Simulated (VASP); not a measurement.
# NbC (Fm-3m) in VASP: single point with PBE

Aim: the single point of NbC with PBE.

All numbers are computed with VASP 6.6.1; they aren't measurements. Logs are shortened: lines on timing, memory, paths and dates and some standing lists are left out, and cuts for length are marked.

## Step 1: The cell of the first run

The structure is cubic, space group Fm-3m (No. 225). The conventional cell has a = 4.469 Å, b = 4.469 Å, c = 4.469 Å, α = 90.00°, β = 90.00°, γ = 90.00°. Within 3.0 Å of Nb (site symmetry m-3m) lie 6 C at 2.23 Å. C (site symmetry m-3m) has 6 Nb at 2.23 Å within 3.0 Å.

## Step 2: Single point, PBE

INCAR reads:

```
ALGO     = Normal         # electronic algorithm
EDIFF    = 1E-6           # SCF threshold, eV
ENCUT    = 600            # plane-wave cutoff, eV
GGA      = PE             # functional
GGA_COMPAT= F            
ISIF     = 2              # what is computed and relaxed
ISMEAR   = 1              # smearing method
LASPH    = T              # aspherical terms in the spheres
LCHARG   = T              # write CHGCAR
LELF     = T              # ELF
LREAL    = F              # projectors in reciprocal space
LVHAR    = T            
LWAVE    = F              # write WAVECAR
NBANDS   = 82             # bands
NELM     = 120            # most SCF steps
PREC     = Accurate       # precision mode
SIGMA    = 0.05           # smearing width, eV
```

KPOINTS reads:

```
k-points
0
Gamma
  3 3 3
```

POSCAR reads:

```
NbC
1.0
    0.0000000000      4.4691000000      4.4691000000
    4.4691000000      0.0000000000      4.4691000000
    4.4691000000      4.4691000000      0.0000000000
Nb C
8 8
Direct
    0.0000000000      0.0000000000      0.0000000000
    0.0000000000      0.0000000000      0.5000000000
    0.0000000000      0.5000000000      0.0000000000
    0.0000000000      0.5000000000      0.5000000000
    0.5000000000      0.0000000000      0.0000000000
    0.5000000000      0.0000000000      0.5000000000
    0.5000000000      0.5000000000      0.0000000000
    0.5000000000      0.5000000000      0.5000000000
    0.2500000000      0.2500000000      0.2500000000
    0.2500000000      0.2500000000      0.7500000000
    0.2500000000      0.7500000000      0.2500000000
    0.2500000000      0.7500000000      0.7500000000
    0.7500000000      0.2500000000      0.2500000000
    0.7500000000      0.2500000000      0.7500000000
    0.7500000000      0.7500000000      0.2500000000
    0.7500000000      0.7500000000      0.7500000000
```

Potentials or basis: VASP PAW PBE potentials, release 64 (Nb_sv, C).

Started as:

```sh
> cat potpaw_PBE.64/Nb_sv/POTCAR potpaw_PBE.64/C/POTCAR > POTCAR
> mpirun -np 1 vasp_std > vasp.out
```

OUTCAR:

```text
EDIFF = 1E-6
   ENCUT = 600
   GGA = PE
   ISIF = 2
   ISMEAR = 1
   LASPH = T
   LREAL = F
   NELM = 120
   PREC = Accurate

 ion  position               nearest neighbor table
   1  0.000  0.000  0.000-  10 2.23  11 2.23  12 2.23  13 2.23  14 2.23  15 2.23
   2  0.000  0.000  0.500-   9 2.23  11 2.23  12 2.23  13 2.23  14 2.23  16 2.23
   3  0.000  0.500  0.000-   9 2.23  10 2.23  12 2.23  13 2.23  15 2.23  16 2.23
   4  0.000  0.500  0.500-   9 2.23  10 2.23  11 2.23  14 2.23  15 2.23  16 2.23
   5  0.500  0.000  0.000-   9 2.23  10 2.23  11 2.23  14 2.23  15 2.23  16 2.23
   6  0.500  0.000  0.500-   9 2.23  10 2.23  12 2.23  13 2.23  15 2.23  16 2.23
[... 8 lines left out ...]
  15  0.750  0.750  0.250-   1 2.23   3 2.23   4 2.23   5 2.23   6 2.23   8 2.23
  16  0.750  0.750  0.750-   2 2.23   3 2.23   4 2.23   5 2.23   6 2.23   7 2.23

  LATTYP: Found a face centered cubic cell.
 ALAT       =     8.9382000000

  Lattice vectors:

 A1 = (   0.0000000000,   4.4691000000,   4.4691000000)
 A2 = (   4.4691000000,   0.0000000000,   4.4691000000)
 A3 = (   4.4691000000,   4.4691000000,   0.0000000000)

Analysis of symmetry for initial positions (statically):
=====================================================================
 Subroutine PRICEL returns following result:

  LATTYP: Found a face centered cubic cell.
 ALAT       =     4.4691000000

  Lattice vectors:

 A1 = (   0.0000000000,   2.2345500000,   2.2345500000)
 A2 = (   2.2345500000,   0.0000000000,   2.2345500000)
 A3 = (   2.2345500000,   2.2345500000,   0.0000000000)

   8 primitive cells build up your supercell.

 Routine SETGRP: Setting up the symmetry group for a
 face centered cubic supercell.

 Subroutine GETGRP returns: Found 48 space group operations
 (whereof 48 operations were pure point group operations)
 out of a pool of 48 trial point group operations.

The static configuration has the point symmetry O_h .

Analysis of symmetry for dynamics (positions and initial velocities):
=====================================================================
 Subroutine PRICEL returns following result:

  LATTYP: Found a face centered cubic cell.
 ALAT       =     4.4691000000

  Lattice vectors:

 A1 = (   0.0000000000,   2.2345500000,   2.2345500000)
 A2 = (   2.2345500000,   0.0000000000,   2.2345500000)
 A3 = (   2.2345500000,   2.2345500000,   0.0000000000)

   8 primitive cells build up your supercell.

 Routine SETGRP: Setting up the symmetry group for a
 face centered cubic supercell.

 Subroutine GETGRP returns: Found 48 space group operations
 (whereof 48 operations were pure point group operations)
 out of a pool of 48 trial point group operations.

The dynamic configuration has the point symmetry O_h .

 Subroutine INISYM returns: Found 48 space group operations
 (whereof 48 operations are pure point group operations),
 and found     8 'primitive' translations

----------------------------------------------------------------------------------------

                                     Primitive cell

  volume of cell :      22.3152

  direct lattice vectors                    reciprocal lattice vectors
     0.000000000  2.234550000  2.234550000    -0.223758699  0.223758699  0.223758699
     2.234550000  0.000000000  2.234550000     0.223758699 -0.223758699  0.223758699
     2.234550000  2.234550000  0.000000000     0.223758699  0.223758699 -0.223758699

  length of vectors
     3.160130916  3.160130916  3.160130916     0.387561435  0.387561435  0.387561435

  position of ions in fractional coordinates (direct lattice)
     0.000000000  0.000000000  0.000000000
     0.500000000  0.500000000  0.500000000

  ion indices of the primitive-cell ions
   primitive index   ion index
                 1           1
                 2           9

----------------------------------------------------------------------------------------

 KPOINTS: k-points

Automatic generation of k-mesh.
 Grid dimensions read from file:
 generate k-points for:    3    3    3

 Generating k-lattice:

  Cartesian coordinates                     Fractional coordinates (reciprocal lattice)
    -0.037293116  0.037293116  0.037293116     0.333333333  0.000000000  0.000000000
     0.037293116 -0.037293116  0.037293116     0.000000000  0.333333333  0.000000000
     0.037293116  0.037293116 -0.037293116     0.000000000  0.000000000  0.333333333

  Length of vectors
     0.064593572  0.064593572  0.064593572

  Shift w.r.t. Gamma in fractional coordinates (k-lattice)
     0.000000000  0.000000000  0.000000000

 Subroutine IBZKPT returns following result:
 ===========================================

 Found      4 irreducible k-points:

 Following reciprocal coordinates:
            Coordinates               Weight
  0.000000  0.000000  0.000000      1.000000
  0.333333  0.000000  0.000000      8.000000
  0.333333  0.333333  0.000000      6.000000
 -0.333333  0.333333  0.000000     12.000000
   k-points           NKPTS =      4   k-points in BZ     NKDIM =      4   number of bands    NBANDS=     82
   number of dos      NEDOS =    301   number of ions     NIONS =     16
   total plane-waves  NPLWV = 125000
   dimension x,y,z NGX =    50 NGY =   50 NGZ =   50
   dimension x,y,z NGXF=   100 NGYF=  100 NGZF=  100
   ions per type =               8   8
   NGX,Y,Z   is equivalent  to a cutoff of  13.15, 13.15, 13.15 a.u.
   NGXF,Y,Z  is equivalent  to a cutoff of  26.30, 26.30, 26.30 a.u.
 SYSTEM =  unknown system
   PREC   = accura    normal or accurate (medium, high low for compatibility)
   ISTART =      0    job   : 0-new  1-cont  2-samecut
   ICHARG =      2    charge: 1-file 2-atom 10-const
   ISPIN  =      1    spin polarized calculation?
   LNONCOLLINEAR =      F non collinear calculations
   LSORBIT =      F    spin-orbit coupling
   LASPH  =      T    aspherical Exc in radial PAW
   ENCUT  =  600.0 eV  44.10 Ry    6.64 a.u.  12.62 12.62 12.62*2*pi/ulx,y,z
   NELM   =    120;   NELMIN=  2; NELMDL= -5     # of ELM steps
   EDIFF  = 0.1E-05   stopping-criterion for ELM
   LREAL  =      F    real-space projection
   EDIFFG = 0.1E-04   stopping-criterion for IOM
   NSW    =      0    number of steps for IOM
   IBRION =     -1    ionic relax: 0-MD 1-quasi-New 2-CG
   NFREE  =      0    steps in history (QN), initial steepest desc. (CG)
   ISIF   =      2    stress and relaxation
   ISYM   =      2    0-nonsym 1-usesym 2-fastsym
   POTIM  = 0.5000    time-step for ionic-motion
   TEBEG  =    0.0;   TEEND  =   0.0 temperature during run
   PSTRESS=    0.0 pullay stress
   NELECT =     136.0000    total number of electrons
   NUPDOWN=      -1.0000    fix difference up-down
   EMIN   =  10.00;   EMAX   =-10.00  energy-range for DOS
   EFERMI =   0.00;   METHOD = LEGACY
   ISMEAR =     1;   SIGMA  =   0.05  broadening in eV -4-tet -1-fermi 0-gaus
   EFERMI_NEDOS =   21; number of points for ismear=-14 and -15
   IALGO  =     38    algorithm
   IMIX   =      4    mixing-type and parameters
     AMIX     =   0.40;   BMIX     =  1.00
     AMIX_MAG =   1.60;   BMIX_MAG =  1.00
  volume/ion in A,a.u.               =      11.16        75.30
  Fermi-wavevector in a.u.,A,eV,Ry     =   1.495172  2.825465 30.416346  2.235538
  Thomas-Fermi vector in A             =   2.607351
   LORBIT       =      0    0 simple, 1 ext, 2 COOP (PROOUT), +10 PAW based schemes
   GGA     = PE    functional components
   LHFCALC =     F    Hartree Fock is set to
   AEXX    =    0.0000 exact exchange contribution
   IVDW    =     0    specifies the selected vdW correction
   LEPSILON=     F    determine dielectric tensor
   LRPA    =     F    only Hartree local field effects (RPA)
 non-spin polarized calculation
 Methfessel and Paxton  Order N= 1 SIGMA  =   0.05
  energy-cutoff  :      600.00
  volume of cell :      178.52
 maximum number of plane-waves:      6002
 NGX is ok and might be reduce to    50
   NGX = 25   NGY = 25   NGZ = 25

 number of electron     135.9999987 magnetization

 Free energy of the ion-electron system (eV)
  ---------------------------------------------------
  ext. energy  EPLUGINS =         0.00000000
  ---------------------------------------------------
  free energy    TOTEN  =      -164.49331598 eV

  energy without entropy =     -164.48114413  energy(sigma->0) =     -164.48925869

 E-fermi :  12.5398     XC(G=0): -13.0882

 val. band max:       12.5348471402   @ k =  -0.3333   0.3333   0.0000
 cond. band min:      12.8204784302   @ k =   0.3333   0.3333   0.0000
 fundamental gap:      0.2856312900
 Fermi energy:        12.5397974700

 k-point     1 :       0.0000    0.0000    0.0000
  band No.  band energies     occupation
      1     -43.1503      2.00000
      2     -43.0431      2.00000
      3     -43.0431      2.00000
      4     -43.0431      2.00000
      5     -43.0431      2.00000
      6     -43.0078      2.00000
[... 72 lines left out ...]
     79      14.7393      0.00000
     80      14.7393      0.00000

 k-point     2 :       0.3333    0.0000    0.0000
  band No.  band energies     occupation
      1     -43.1237      2.00000
      2     -43.0702      2.00000
      3     -43.0343      2.00000
      4     -43.0343      2.00000
      5     -43.0343      2.00000
      6     -43.0167      2.00000
[... 72 lines left out ...]
     79      14.9550      0.00000
     80      15.4204      0.00000

 k-point     3 :       0.3333    0.3333    0.0000
  band No.  band energies     occupation
      1     -43.1149      2.00000
      2     -43.0436      2.00000
      3     -43.0433      2.00000
      4     -43.0433      2.00000
      5     -43.0433      2.00000
      6     -43.0433      2.00000
[... 72 lines left out ...]
     79      14.5138      0.00000
     80      14.5142      0.00000

 k-point     4 :      -0.3333    0.3333    0.0000
  band No.  band energies     occupation
      1     -43.0882      2.00000
      2     -43.0703      2.00000
      3     -43.0703      2.00000
      4     -43.0345      2.00000
      5     -43.0345      2.00000
      6     -43.0165      2.00000
[... 72 lines left out ...]
     79      14.5749      0.00000
     80      15.2062      0.00000
 [bands above 80 left out]

------------------------ aborting loop because EDIFF is reached ----------------------------------------

  FORCE on cell =-STRESS in cart. coord.  units (eV):
  Direction    XX          YY          ZZ          XY          YZ          ZX
  --------------------------------------------------------------------------------------
  -------------------------------------------------------------------------------------
  Total        2.6452055      2.6452055      2.6452055      0.0000000     -0.0000000     -0.0000000
  in kB       23.7399497     23.7399497     23.7399497      0.0000000     -0.0000000     -0.0000000
  external PRESSURE =      23.7399497 kB  Pullay stress =       0.0000000 kB

 VOLUME and BASIS-vectors are now :
 -----------------------------------------------------------------------------
  energy-cutoff  :      600.00
  volume of cell :      178.52
      direct lattice vectors                 reciprocal lattice vectors
     0.000000000  4.469100000  4.469100000    -0.111879349  0.111879349  0.111879349
     4.469100000  0.000000000  4.469100000     0.111879349 -0.111879349  0.111879349
     4.469100000  4.469100000  0.000000000     0.111879349  0.111879349 -0.111879349

 POSITION                                       TOTAL-FORCE (eV/Angst)
 -----------------------------------------------------------------------------------
      0.00000      0.00000      0.00000        -0.000000     -0.000000     -0.000000
      2.23455      2.23455      0.00000        -0.000000      0.000000      0.000000
      2.23455      0.00000      2.23455        -0.000000      0.000000     -0.000000
      4.46910      2.23455      2.23455         0.000000      0.000000     -0.000000
      0.00000      2.23455      2.23455         0.000000      0.000000      0.000000
      2.23455      4.46910      2.23455         0.000000     -0.000000      0.000000
[... 8 lines left out ...]
      4.46910      4.46910      6.70365         0.000000      0.000000     -0.000000
      6.70365      6.70365      6.70365         0.000000     -0.000000     -0.000000
 -----------------------------------------------------------------------------------
    total drift:                                0.000000     -0.000000      0.000000

  FREE ENERGIE OF THE ION-ELECTRON SYSTEM (eV)
  ---------------------------------------------------
  free  energy   TOTEN  =      -164.4933159764 eV

  energy  without entropy=     -164.4811441258  energy(sigma->0) =     -164.48925869
```

Wall time 5.7 min (1 thread of Intel Xeon 8259CL, shared host); peak memory 0.36 GiB.

What came out:

```yaml
Free_energy: -164.4933 eV
Pressure: 2.4 GPa
Band_gap_on_the_k_mesh: zero (bands 68 and 69 overlap by 0.70 eV)
```

Caveat: the k points lie up to 0.41 Å⁻¹ apart, too coarse for converged energies and pressures of a metal.

The gap in the log of VASP goes by the Fermi energy; the results here count the filled bands.